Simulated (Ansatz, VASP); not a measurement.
# Two plane-wave programs on GaN

```
Ga N
1.0
     0.00000    2.17177    2.17177
     2.17177    0.00000    2.17177
     2.17177    2.17177    0.00000
Ga N
1 1
Direct
  0.00000 0.00000 0.00000
  0.50000 0.50000 0.50000
```

Change from the starting cell: hydrostatic strain +3.0%.

Alike in both runs: task single point; functional r2SCAN; k mesh 10 × 10 × 10; occupations fermi-dirac, width 0.02 eV; non-collinear spin, spin-orbit coupling.

|  | VASP | Ansatz |
| --- | --- | --- |
| version | VASP 6.6.1 | Ansatz 0.2.0 |
| potentials or method | VASP PAW PBE potentials, release 64 (Ga_d, N) | plane waves, PAW |
| plane-wave cutoff (eV) | 520 | 500 |
| valence electrons in the cell | 18 | 18 |

Ansatz gave:

```
pressure (GPa) : -17.7
```

Question: What did VASP give for the same quantities?

Answer: Pressure (GPa): -17.1.

VASP's potentials were made for PBE, not for r2SCAN. With one functional, cell and mesh, what is left measures potentials, basis and numerics.
